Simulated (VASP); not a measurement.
Runs of VASP 6.6.1 on Zr3Nb. The structure is that of space group Pm-3n (No. 223), or close to it. The cells are those of the table. 

```csv
task,cell,k mesh,gap on the mesh (eV),pressure (GPa),relaxed volume (Å³/atom)
relaxation of cell and atoms,"relaxed from a = 5.116 Å, 8 atoms",4 × 4 × 4,none,-0.3,(a)
single point,"a = 5.578 Å, 8 atoms",8 × 8 × 8,none,0.0,-
single point,"a = 5.572 Å, 8 atoms",4 × 4 × 4,none,0.4,-
relaxation of cell and atoms,"relaxed from a = 5.572 Å, 8 atoms",8 × 8 × 8,none,0.0,21.69
```

Alike in all rows: level PBE; potentials or basis VASP PAW PBE potentials, release 64 (Zr_sv, Nb_sv); no spin polarisation; cutoff (eV) 500; smearing gaussian 0.1 eV.

Task: Estimate the missing entries.

Result: (a) 21.74.

Caveats: the volume moved by over 15 % at a fixed basis, so the end points are rough (some runs).

A k mesh can miss the band edges, and the runs leave out spin-orbit coupling on Nb, Zr.

A gap of «none» marks levels without a gap at the run's occupations.
